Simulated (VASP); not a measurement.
# Rh (P6_3/mmc) in VASP: a series of runs

The runs below take Rh through single point, with PBE.

Program: VASP 6.6.1. These are calculated values, not measurements. Logs are shortened: lines on timing, memory, paths and dates and some standing lists are left out, and cuts for length are marked.

**1. The cell of the first run**

Symmetry: P6_3/mmc, No. 194, hexagonal system. The conventional cell has a = 2.725 Å, b = 2.725 Å, c = 4.385 Å, α = 90.00°, β = 90.00°, γ = 120.00°. Rh (site symmetry -6m2) has 12 Rh at 2.70 to 2.72 Å within 3.6 Å.

This isn't the form of Rh at room conditions, which is fcc.

**2. Single point, PBE, collinear spin (14.10 Å³/atom)**

INCAR

```
SYSTEM = Rh
PREC     = Accurate       ! precision mode
ENCUT    = 500            ! plane-wave cutoff, eV
EDIFF    = 1E-6           ! SCF threshold, eV
ISMEAR   = 0              ! smearing method
SIGMA    = 0.15           ! smearing width, eV
LREAL    = .False.        ! projectors in reciprocal space
LASPH    = .True.         ! aspherical terms in the spheres
NELM     = 200            ! most SCF steps
ALGO     = Normal         ! electronic algorithm
ISIF     = 2              ! what is computed and relaxed
LWAVE    = .False.        ! write WAVECAR
LCHARG   = .False.        ! write CHGCAR
ISPIN    = 2              ! spin polarisation
MAGMOM   = 0.125 0.125    ! initial moments
LORBIT   = 11             ! projections on sites
NUPDOWN  = 0.25           ! fixed moment
LMAXMIX  = 4              ! l up to which the mixer works
GGA      = PE             ! functional
NBANDS   = 26             ! bands
GGA_COMPAT= .False.
```

KPOINTS

```
regular mesh
0
Gamma
  21 21 12
  0 0 0
```

POSCAR

```
Rh
1.0
    2.7248648789      0.0000000000      0.0000000000
   -1.3624324395      2.3598022070      0.0000000000
    0.0000000000      0.0000000000      4.3851186793
Rh
2
Direct
    0.6666666667      0.3333333333      0.7500000000
    0.3333333333      0.6666666667      0.2500000000
```

Potentials or basis: VASP PAW PBE potentials, release 64 (Rh_pv).

On the command line:

```sh
$ cat potpaw_PBE.64/Rh_pv/POTCAR > POTCAR
$ mpirun -np 1 vasp_std > vasp.out
```

OUTCAR:

```text
SYSTEM = Rh
   PREC = Accurate
   ENCUT = 500
   EDIFF = 1E-6
   ISMEAR = 0
   LREAL = .False.
   LASPH = .True.
   NELM = 200
   ISIF = 2
   ISPIN = 2
   LORBIT = 11
   NUPDOWN = 0.25
   GGA = PE

 ion  position               nearest neighbor table
   1  0.667  0.333  0.750-   2 2.70   2 2.70   2 2.70   2 2.70   2 2.70   2 2.70
   2  0.333  0.667  0.250-   1 2.70   1 2.70   1 2.70   1 2.70   1 2.70   1 2.70

  LATTYP: Found a hexagonal cell.
 ALAT       =     2.7248648789
 C/A-ratio  =     1.6092976622

  Lattice vectors:

 A1 = (   2.7248648789,   0.0000000000,   0.0000000000)
 A2 = (  -1.3624324395,   2.3598022070,   0.0000000000)
 A3 = (   0.0000000000,   0.0000000000,   4.3851186793)

Analysis of symmetry for initial positions (statically):
=====================================================================
 Subroutine PRICEL returns:
 Original cell was already a primitive cell.

 Routine SETGRP: Setting up the symmetry group for a
 hexagonal supercell.

 Subroutine GETGRP returns: Found 24 space group operations
 (whereof 12 operations were pure point group operations)
 out of a pool of 24 trial point group operations.

The static configuration has the point symmetry D_3d.
 The point group associated with its full space group is D_6h.

Analysis of symmetry for dynamics (positions and initial velocities):
=====================================================================
 Subroutine PRICEL returns:
 Original cell was already a primitive cell.

 Routine SETGRP: Setting up the symmetry group for a
 hexagonal supercell.

 Subroutine GETGRP returns: Found 24 space group operations
 (whereof 12 operations were pure point group operations)
 out of a pool of 24 trial point group operations.

The dynamic configuration has the point symmetry D_3d.
 The point group associated with its full space group is D_6h.

Analysis of structural, dynamic, and magnetic symmetry:
=====================================================================
 Subroutine PRICEL returns:
 Original cell was already a primitive cell.

 Routine SETGRP: Setting up the symmetry group for a
 hexagonal supercell.

 Subroutine GETGRP returns: Found 24 space group operations
 (whereof 12 operations were pure point group operations)
 out of a pool of 24 trial point group operations.

The overall configuration has the point symmetry D_3d.
 The point group associated with its full space group is D_6h.

 Subroutine INISYM returns: Found 24 space group operations
 (whereof 12 operations are pure point group operations),
 and found     1 'primitive' translations

----------------------------------------------------------------------------------------

                                     Primitive cell

  volume of cell :      28.1969

  direct lattice vectors                    reciprocal lattice vectors
     2.724864879  0.000000000  0.000000000     0.366990675  0.211882165  0.000000000
    -1.362432440  2.359802207  0.000000000     0.000000000  0.423764329  0.000000000
     0.000000000  0.000000000  4.385118679     0.000000000  0.000000000  0.228043999

  length of vectors
     2.724864879  2.724864879  4.385118679     0.423764330  0.423764329  0.228043999

  position of ions in fractional coordinates (direct lattice)
     0.666666667  0.333333333  0.750000000
     0.333333333  0.666666667  0.250000000

  ion indices of the primitive-cell ions
   primitive index   ion index
                 1           1
                 2           2

----------------------------------------------------------------------------------------

 KPOINTS: regular mesh

Automatic generation of k-mesh.
 Grid dimensions read from file:
 generate k-points for:   21   21   12

 Generating k-lattice:

  Cartesian coordinates                     Fractional coordinates (reciprocal lattice)
     0.017475746  0.010089627  0.000000000     0.047619048  0.000000000  0.000000000
     0.000000000  0.020179254  0.000000000     0.000000000  0.047619048  0.000000000
     0.000000000  0.000000000  0.019003667     0.000000000  0.000000000  0.083333333

  Length of vectors
     0.020179254  0.020179254  0.019003667

  Shift w.r.t. Gamma in fractional coordinates (k-lattice)
     0.000000000  0.000000000  0.000000000

 Subroutine IBZKPT returns following result:
 ===========================================

 Found    336 irreducible k-points:

 Following reciprocal coordinates:
            Coordinates               Weight
  0.000000  0.000000  0.000000      1.000000
  0.047619  0.000000  0.000000      6.000000
  0.095238  0.000000  0.000000      6.000000
  0.142857  0.000000  0.000000      6.000000
  0.190476  0.000000  0.000000      6.000000
  0.238095  0.000000  0.000000      6.000000
[... 16 lines left out ...]
  0.142857  0.095238  0.000000     12.000000
  0.190476  0.095238  0.000000     12.000000
 [... further k-points ...]
   k-points           NKPTS =    336   k-points in BZ     NKDIM =    336   number of bands    NBANDS=     26
   number of dos      NEDOS =    301   number of ions     NIONS =      2
   total plane-waves  NPLWV =  12800
   dimension x,y,z NGX =    20 NGY =   20 NGZ =   32
   dimension x,y,z NGXF=    40 NGYF=   40 NGZF=   64
   ions per type =               2
   NGX,Y,Z   is equivalent  to a cutoff of  12.20, 12.20, 12.13 a.u.
   NGXF,Y,Z  is equivalent  to a cutoff of  24.40, 24.40, 24.26 a.u.
 SYSTEM =  Rh
   PREC   = accura    normal or accurate (medium, high low for compatibility)
   ISTART =      0    job   : 0-new  1-cont  2-samecut
   ICHARG =      2    charge: 1-file 2-atom 10-const
   ISPIN  =      2    spin polarized calculation?
   LNONCOLLINEAR =      F non collinear calculations
   LSORBIT =      F    spin-orbit coupling
   LASPH  =      T    aspherical Exc in radial PAW
   ENCUT  =  500.0 eV  36.75 Ry    6.06 a.u.   4.97  4.97  8.00*2*pi/ulx,y,z
   NELM   =    200;   NELMIN=  2; NELMDL= -5     # of ELM steps
   EDIFF  = 0.1E-05   stopping-criterion for ELM
   LREAL  =      F    real-space projection
   EDIFFG = 0.1E-04   stopping-criterion for IOM
   NSW    =      0    number of steps for IOM
   IBRION =     -1    ionic relax: 0-MD 1-quasi-New 2-CG
   NFREE  =      0    steps in history (QN), initial steepest desc. (CG)
   ISIF   =      2    stress and relaxation
   ISYM   =      2    0-nonsym 1-usesym 2-fastsym
   POTIM  = 0.5000    time-step for ionic-motion
   TEBEG  =    0.0;   TEEND  =   0.0 temperature during run
   PSTRESS=    0.0 pullay stress
   NELECT =      30.0000    total number of electrons
   NUPDOWN=       0.2500    fix difference up-down
   EMIN   =  10.00;   EMAX   =-10.00  energy-range for DOS
   EFERMI =   0.00;   METHOD = LEGACY
   ISMEAR =     0;   SIGMA  =   0.15  broadening in eV -4-tet -1-fermi 0-gaus
   EFERMI_NEDOS =   21; number of points for ismear=-14 and -15
   IALGO  =     38    algorithm
   IMIX   =      4    mixing-type and parameters
     AMIX     =   0.40;   BMIX     =  1.00
     AMIX_MAG =   1.60;   BMIX_MAG =  1.00
  volume/ion in A,a.u.               =      14.10        95.14
  Fermi-wavevector in a.u.,A,eV,Ry     =   1.671275  3.158252 38.003255  2.793160
  Thomas-Fermi vector in A             =   2.756626
   LORBIT       =     11    0 simple, 1 ext, 2 COOP (PROOUT), +10 PAW based schemes
   GGA     = PE    functional components
   LHFCALC =     F    Hartree Fock is set to
   AEXX    =    0.0000 exact exchange contribution
   IVDW    =     0    specifies the selected vdW correction
   LEPSILON=     F    determine dielectric tensor
   LRPA    =     F    only Hartree local field effects (RPA)
 spin polarized calculation
 Gauss-broadening in eV      SIGMA  =   0.15
  energy-cutoff  :      500.00
  volume of cell :       28.20
 maximum number of plane-waves:       744
 NGX is ok and might be reduce to    20
   NGX =  9   NGY =  9   NGZ = 15

 number of electron      30.0000018 magnetization       0.2500000

 Free energy of the ion-electron system (eV)
  ---------------------------------------------------
  ext. energy  EPLUGINS =         0.00000000
  ---------------------------------------------------
  free energy    TOTEN  =       -14.45765135 eV

  energy without entropy =      -14.41915976  energy(sigma->0) =      -14.43840555

 E-fermi :  11.5156     XC(G=0): -13.8685

 val. band max:       11.5653325472   @ k =   0.4286   0.0000   0.1667
 cond. band min:      11.5163229181   @ k =   0.3333   0.3333   0.0000
 fundamental gap:     -0.0490096291
 Fermi energy:        11.5659706571

 spin component 1

 k-point     1 :       0.0000    0.0000    0.0000
  band No.  band energies     occupation
      1     -35.6240      1.00000
      2     -35.0160      1.00000
      3     -35.0160      1.00000
      4     -34.9295      1.00000
      5     -34.9146      1.00000
      6     -34.9146      1.00000
[... 18 lines left out ...]
     25      33.8466      0.00000
     26      33.8472      0.00000
[... 644 lines left out ...]
      4     -35.0790      1.00000
      5     -34.9883      1.00000
      6     -34.9721      1.00000
[... 18 lines left out ...]
     25      32.0102      0.00000
     26      32.0121      0.00000

 [... further k-points ...]

 spin component 2

 k-point     1 :       0.0000    0.0000    0.0000
  band No.  band energies     occupation
      1     -35.5186      1.00000
      2     -34.9126      1.00000
      3     -34.9126      1.00000
      4     -34.8218      1.00000
      5     -34.8111      1.00000
      6     -34.8111      1.00000
[... 18 lines left out ...]
     25      33.8794      0.00000
     26      33.8794      0.00000
[... 644 lines left out ...]
      4     -34.9758      1.00000
      5     -34.8808      1.00000
      6     -34.8687      1.00000
[... 18 lines left out ...]
     25      32.1713      0.00000
     26      32.2144      0.00000

 [... further k-points ...]
[... 5 lines left out ...]
  --------------------------------------------------------------------------------------
  -------------------------------------------------------------------------------------
  Total        0.0155445      0.0155445      0.1048055     -0.0000000      0.0000000      0.0000000
  in kB        0.8832552      0.8832552      5.9551489     -0.0000000      0.0000000      0.0000000
  external PRESSURE =       2.5738864 kB  Pullay stress =       0.0000000 kB

 VOLUME and BASIS-vectors are now :
 -----------------------------------------------------------------------------
  energy-cutoff  :      500.00
  volume of cell :       28.20
      direct lattice vectors                 reciprocal lattice vectors
     2.724864879  0.000000000  0.000000000     0.366990675  0.211882165  0.000000000
    -1.362432440  2.359802207  0.000000000     0.000000000  0.423764329  0.000000000
     0.000000000  0.000000000  4.385118679     0.000000000  0.000000000  0.228043999

 POSITION                                       TOTAL-FORCE (eV/Angst)
 -----------------------------------------------------------------------------------
      1.36243      0.78660      3.28884        -0.000000      0.000000      0.000000
     -0.00000      1.57320      1.09628         0.000000     -0.000000      0.000000
 -----------------------------------------------------------------------------------
    total drift:                               -0.000000      0.000000     -0.000000

  FREE ENERGIE OF THE ION-ELECTRON SYSTEM (eV)
  ---------------------------------------------------
  free  energy   TOTEN  =       -14.4576513471 eV

  energy  without entropy=      -14.4191597616  energy(sigma->0) =      -14.43840555

 total charge

# of ion       s       p       d       tot
------------------------------------------
    1        0.399   6.285   7.059  13.744
    2        0.399   6.285   7.059  13.744
--------------------------------------------------
tot          0.798  12.571  14.119  27.488

 magnetization (x)

# of ion       s       p       d       tot
------------------------------------------
    1       -0.000  -0.001   0.126   0.125
    2       -0.000  -0.001   0.126   0.125
--------------------------------------------------
tot         -0.001  -0.001   0.252   0.251
```

It took 6.8 min on 1 thread of Intel Xeon 8259CL, shared host; peak memory 0.39 GiB.

What came out:

```yaml
Free_energy: -14.4577 eV
Pressure: 0.3 GPa
Net_moment: 0.25 μB per cell
Site_moments: Rh +0.12 μB
Valence_electrons_inside_the_program's_atomic_spheres: Rh 13.74
```

Caveat: the total moment is fixed, so each spin has its own Fermi level.

**3. Single point, PBE, collinear spin, ferromagnetic start (13.25 Å³/atom)**

This run uses another cell than the first one, of 13.25 Å³/atom.

INCAR

```
PREC = Accurate
ENCUT = 500
EDIFF = 1E-6
ISMEAR = 0
SIGMA = 0.15
LREAL = F
LASPH = T
NELM = 200
ALGO = Normal
ISIF = 2
LWAVE = F
LCHARG = T
ISPIN = 2
MAGMOM = 0.625 0.625
LORBIT = 11
NUPDOWN = 1.25
LMAXMIX = 4
GGA = PE
LELF = T
LVHAR = T
NBANDS = 26
GGA_COMPAT = F
```

KPOINTS

```
regular mesh
0
Gamma
  21 21 12
```

POSCAR

```
Rh
1.0
    2.6692693142      0.0000000000      0.0000000000
   -1.3346346571      2.3116550356      0.0000000000
    0.0000000000      0.0000000000      4.2956488669
Rh
2
Direct
    0.6666666667      0.3333333333      0.7500000000
    0.3333333333      0.6666666667      0.2500000000
```

Potentials or basis: VASP PAW PBE potentials, release 64 (Rh_pv).

On the command line:

```sh
$ cat potpaw_PBE.64/Rh_pv/POTCAR > POTCAR
$ mpirun -np 1 vasp_std > vasp.out
```

It took 2.1 min on 1 thread of Intel Xeon 6975P-C (Granite Rapids), shared host; peak memory 0.37 GiB.

Results (log left out):

- Free energy: -14.2636 eV
- Pressure: 21.4 GPa
- Net moment: 1.25 μB per cell
- Site moments: Rh +0.62 μB
- Valence electrons inside the program's atomic spheres: Rh 13.86

Stress tensor (GPa, compression positive):
```
21.09  0.00  0.00
 0.00 21.09  0.00
 0.00  0.00 21.96
```

Caveat: the cell stands under pressure; the total moment is fixed, so each spin has its own Fermi level.

**4. Single point, PBE, collinear spin, ferromagnetic start (11.56 Å³/atom)**

This run uses another cell than the first one, of 11.56 Å³/atom.

INCAR

```
SYSTEM = Rh
PREC = Accurate
ENCUT = 500
EDIFF = 1E-6
ISMEAR = 0
SIGMA = 0.15
LREAL = .False.
LASPH = .True.
NELM = 200
ALGO = Normal
ISIF = 2
LWAVE = .False.
LCHARG = .True.
ISPIN = 2
MAGMOM = 0.625 0.625
LORBIT = 11
NUPDOWN = 1.25
LMAXMIX = 4
GGA = PE
LELF = .True.
LVHAR = .True.
NBANDS = 26
GGA_COMPAT = .False.
```

KPOINTS

```
Automatic mesh
0
Gamma
  21 21 12
  0 0 0
```

POSCAR

```
Rh
1.0
    2.5504655491      0.0000000000      0.0000000000
   -1.2752327746      2.2087679570      0.0000000000
    0.0000000000      0.0000000000      4.1044582456
Rh
2
Direct
    0.6666666667      0.3333333333      0.7500000000
    0.3333333333      0.6666666667      0.2500000000
```

On the command line:

```sh
$ cat potpaw_PBE.64/Rh_pv/POTCAR > POTCAR
$ mpirun -np 1 vasp_std > vasp.out
```

It took 4.3 min on 1 thread of Intel Xeon Platinum 8259CL at 2.50GHz (Skylake/Cascade Lake), shared host; peak memory 0.34 GiB.

The run converged. Its results:

```
Free energy                                           : -13.1936 eV
Pressure                                              : 87.9 GPa
Net moment                                            : 1.25 μB per cell
Site moments                                          : Rh +0.61 μB
Valence electrons inside the program's atomic spheres : Rh 14.19
```

Stress tensor (GPa, compression positive):
```
86.88  0.00  0.00
 0.00 86.88  0.00
 0.00  0.00 90.09
```

Caveat: the cell stands under pressure; the total moment is fixed, so each spin has its own Fermi level.

(Part 1 of 2 ends here.)
